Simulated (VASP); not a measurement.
The system is MgZn2Te3.

```
Mg Zn Te
1.0
     4.43952    0.00000    0.00000
    -2.21976    3.84474    0.00000
     0.00000    0.00000   10.94055
Mg Zn Te
1 2 3
Cartesian
  0.0000 2.5632 3.6609
  0.0000 0.0000 10.8815
  2.2198 1.2816 7.3535
  0.0000 0.0000 2.6199
  2.2198 1.2816 10.0276
  0.0000 2.5632 6.4837
```

Base run:

```yaml
Program: VASP 6.6.1
Functional: PBE
Potentials_or_basis: VASP PAW PBE potentials, release 64 (Mg, Zn, Te)
Cutoff: 520 eV
k_mesh: 6 × 6 × 4
Occupations: gaussian, width 0.02 eV
Spin: no spin polarisation
```

Its results: band gap on the k mesh 1.22 eV; pressure 0.0 GPa; largest force 0.011 eV/Å.

Task: The run is repeated on the same cell with these changes: functional from PBE to r2SCAN; further incar settings from ALGO = Normal; EDIFF = 1e-07; NBANDS = 31 to ALGO = Normal; EDIFF = 1e-06; NBANDS = 31. What comes out?

Result: Band gap on the k mesh 1.75 eV; pressure -1.2 GPa; largest force 0.029 eV/Å.

Caveats: spin-orbit coupling is left out, which moves the levels of the heavy elements; the PAW data sets were made with another functional, which shifts forces and pressure a little (at least some runs).

A k mesh can miss the band edges.
